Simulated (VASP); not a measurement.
GaGe3:

```xyz
4
Lattice="4.2785 0.0000 0.0000 0.0000 4.2785 0.0000 0.0000 0.0000 4.2785" Properties=species:S:1:pos:R:3 pbc="T T T"
Ge    2.1392    2.1392    0.0000
Ge    2.1392    0.0000    2.1392
Ge    0.0000    2.1392    2.1392
Ga    0.0000    0.0000    0.0000
```

Base run:

* Program: VASP 6.6.1
* Functional: PBEsol
* Potentials or basis: VASP PAW PBE potentials, release 64 (Ge_d, Ga_d)
* Cutoff: 520 eV
* k mesh: 6 × 6 × 6
* Occupations: fermi-dirac, width 0.05 eV
* Spin: no spin polarisation

Its results: pressure -3.4 GPa.

Problem. After a change of settings the same cell gave: pressure 0.0 GPa. Which change was it?
A. further incar settings from ALGO = Normal; EDIFF = 1e-06; NBANDS = 36 to ALGO = Normal; EDIFF = 1e-07; NBANDS = 36
B. functional from PBEsol to LDA; potentials or basis from VASP PAW PBE potentials, release 64 (Ge_d, Ga_d) to VASP PAW LDA potentials, release 64 (Ge_d, Ga_d)
C. functional from PBEsol to PBE
D. k mesh from 6 × 6 × 6 to 4 × 4 × 4

Solution. C.

PBE binds less tightly than PBEsol, so the same cell stands under more pressure.

Caveats: the PAW data sets were made with another functional, which shifts forces and pressure a little (some runs).
